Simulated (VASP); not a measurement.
Wanted: the native input for a VASP 6.6.1 run.

```yaml
Task: single point
Functional: PBE
Potentials_or_basis: VASP PAW PBE potentials, release 64 (Pt)
Cutoff: 520 eV
k_mesh: 14 × 10 × 1
Occupations: fermi-dirac, width 0.1 eV
Spin: no spin polarisation
Dipole_correction: yes
Further_INCAR_settings: ALGO = Normal; EDIFF = 1e-06; NBANDS = 28
```

The structure of Pt lies in POSCAR:

```
Pt
1.0
    2.8085470212      0.0000000000      0.0000000000
    0.0000000000      3.9718852880      0.0000000000
    0.0000000000      0.0000000000     20.2128000000
Pt
4
Direct
    0.2500000000      0.2500000000      0.4017969771
    0.7500000000      0.7500000000      0.4591172155
    0.2500000000      0.2500000000      0.5408827829
    0.7500000000      0.7500000000      0.5982030241
```

These files were run (other wordings do the same):

INCAR

```
SYSTEM = Pt
PREC = Accurate
ENCUT = 520
EDIFF = 1E-6
ISMEAR = -1
SIGMA = 0.1
LREAL = .False.
LASPH = .True.
NELM = 80
ALGO = Normal
ISIF = 2
LWAVE = .False.
LCHARG = .True.
LDIPOL = .True.
IDIPOL = 3
DIPOL = 0.5 0.5 0.500
GGA = PE
LELF = .True.
LVHAR = .True.
LVACPOTAV = .True.
NBANDS = 28
```

KPOINTS

```
Automatic mesh
0
Gamma
  14 10 1
  0 0 0
```

Potentials or basis: VASP PAW PBE potentials, release 64 (Pt).

Command:

```sh
$ cat potpaw_PBE.64/Pt/POTCAR > POTCAR
$ mpirun -np 1 vasp_std > vasp.out
```

It gave:

| Quantity | Value |
| --- | --- |
| Largest force | 0.026 eV/Å |
| Band gap on the k mesh | zero (bands 20 and 21 overlap by 0.47 eV) |

Caveat: spin-orbit coupling is left out, which moves the levels of the heavy elements.

Wall time 9.7 min on 1 thread of Intel Xeon 8259CL (shared host), peak memory 0.46 GiB.
